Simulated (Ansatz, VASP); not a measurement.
**Cd5HgS6: VASP beside Ansatz**

```
Cd Hg S
1.0
     7.13341    0.00000    0.00671
     0.00000    4.08277    0.00000
    -0.48763    0.00000    9.59659
Cd Hg S
5 1 6
Direct
  0.00000 0.40578 0.50000
  0.28397 0.29026 0.16369
  0.78376 0.79204 0.16815
  0.21624 0.79204 0.83185
  0.71603 0.29026 0.83631
  0.50000 0.80342 0.50000
  0.00000 0.50954 0.00000
  0.50000 0.99532 0.00000
  0.25905 0.28570 0.67342
  0.76319 0.77496 0.66832
  0.23681 0.77496 0.33168
  0.74095 0.28570 0.32658
```

Alike in both runs: functional PBE; k mesh 4 × 8 × 4; occupations gaussian, width 0.02 eV; no spin polarisation.

Ansatz relaxed the structure, and its values are those at the end. VASP's run is a single point on that final structure, the one shown.

|  | VASP | Ansatz |
| --- | --- | --- |
| version | VASP 6.6.1 | Ansatz 0.2.0 |
| potentials or method | VASP PAW PBE potentials, release 64 (Cd, Hg, S), cutoff 520 eV | scalar-relativistic, plane waves, PAW |
| valence electrons in the cell | 108 | 156 |

```csv
,VASP,Ansatz,Ansatz less VASP
gap on the k mesh at the Fermi level (eV),0.72,0.71,-0.006
least direct gap on the mesh (eV),0.97,0.97,-0.002
pressure (GPa),0.4,0.0,-0.35
rms of the force components (eV/Å),0.015,0.002,-0.0136
```

With one functional, cell and mesh, what is left measures potentials, basis and numerics. VASP's potentials hold 108 valence electrons a cell and Ansatz's 156, so a difference there can come from the potentials and not from the codes.

Spin-orbit coupling is off throughout.
